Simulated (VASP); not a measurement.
Crystal: ZrSe2.

```
Zr Se
1.0
     3.74547    0.00000    0.00000
    -1.87274    3.24367    0.00000
     0.00000    0.00000    6.01234
Zr Se
1 2
Direct
  0.00000 0.00000 0.00000
  0.33333 0.66667 0.26482
  0.66667 0.33333 0.73518
```

| Property | Result |
| --- | --- |
| Program | VASP 6.6.1 |
| Task | relaxation of cell and atoms |
| Functional | r2SCAN |
| Dispersion | rVV10 |
| Potentials or basis | VASP PAW PBE potentials, release 64 (Zr_sv, Se) |
| Cutoff | 550 eV |
| k mesh | 12 × 12 × 4 |
| Occupations | fermi-dirac, width 0.02 eV |
| Spin | no spin polarisation |

At the start: pressure 1.5 GPa; volume 24.35 Å³/atom.

Problem. Where does the relaxation end?

Solution. Over 13 steps the energy falls by 8.4 meV/atom and the volume is 25.69 Å³/atom (+5.5 %); space group P-3m1 (No. 164, to 0.1 Å) before and after.

Step by step:
```tsv
step	energy change (eV)	largest force (eV/Å)	pressure (GPa)	volume (Å³)
1	0.0000	0.1428	1.55	73.04
2	-0.0069	0.3907	-1.14	75.56
3	-0.0090	0.3119	-0.30	74.73
4	-0.0163	0.1706	-0.09	75.17
5	-0.0188	0.0363	0.12	75.61
6	-0.0220	0.0275	0.07	76.01
7	-0.0253	0.0088	-0.01	77.17
8	-0.0253	0.0099	0.00	77.05
9	-0.0253	0.0102	0.00	77.02
10	-0.0253	0.0017	0.03	77.05
11	-0.0253	0.0019	0.03	77.05
12	-0.0253	0.0038	-0.05	77.16
13	-0.0253	0.0001	0.00	77.08
```

Final structure:
```yaml
crystal:
  lattice:
    - [3.79160, 0.00000, 0.00000]
    - [-1.89580, 3.28362, 0.00000]
    - [0.00000, 0.00000, 6.19146]
  atoms:
    - { symbol: Zr, position: [0.00000, 0.00000, 0.00000] }
    - { symbol: Se, position: [0.33333, 0.66667, 0.25348] }
    - { symbol: Se, position: [0.66667, 0.33333, 0.74652] }
```

Caveat: the PAW data sets were made with another functional, which shifts forces and pressure a little.
